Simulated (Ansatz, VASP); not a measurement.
# One calculation of Ta2N, two programs

```
CELL_PARAMETERS angstrom
3.02361 0.00000 0.00000
-1.51181 2.61852 0.00000
0.00000 0.00000 5.00394
ATOMIC_POSITIONS crystal
Ta 0.66667 0.33333 0.74491
Ta 0.33333 0.66667 0.25509
N 0.00000 0.00000 0.00000
```

Change from the starting cell: strain -0.025 along x and y, +0.025 along z, atoms carried along.

Alike in both runs: task single point; functional PBE; k mesh 18 × 18 × 10; occupations gaussian, width 0.15 eV; no spin polarisation.

|  | VASP | Ansatz |
| --- | --- | --- |
| version | VASP 6.6.1 | Ansatz 0.2.0 |
| potentials or method | VASP PAW PBE potentials, release 64 (Ta_pv, N), cutoff 520 eV | scalar-relativistic, plane waves, PAW |
| valence electrons in the cell | 27 | 31 |

```csv
,VASP,Ansatz,Ansatz less VASP
gap on the k mesh at the Fermi level (eV),none,none,-
pressure (GPa),8.4,7.9,-0.50
"traceless stress, the component that is largest in VASP (GPa)",-6.67,-6.65,+0.019
rms of the force components (eV/Å),0.260,0.236,-0.0238
```

Atom by atom the forces differ by 0.024 eV/Å (rms over components). A gap of «none» marks a metal or a gap that the smearing closes. The functional is the same, so the differences come from potentials, cutoffs and numerics. VASP's potentials hold 27 valence electrons a cell and Ansatz's 31, so a difference there can come from the potentials and not from the codes.

Neither program's run includes spin-orbit coupling.
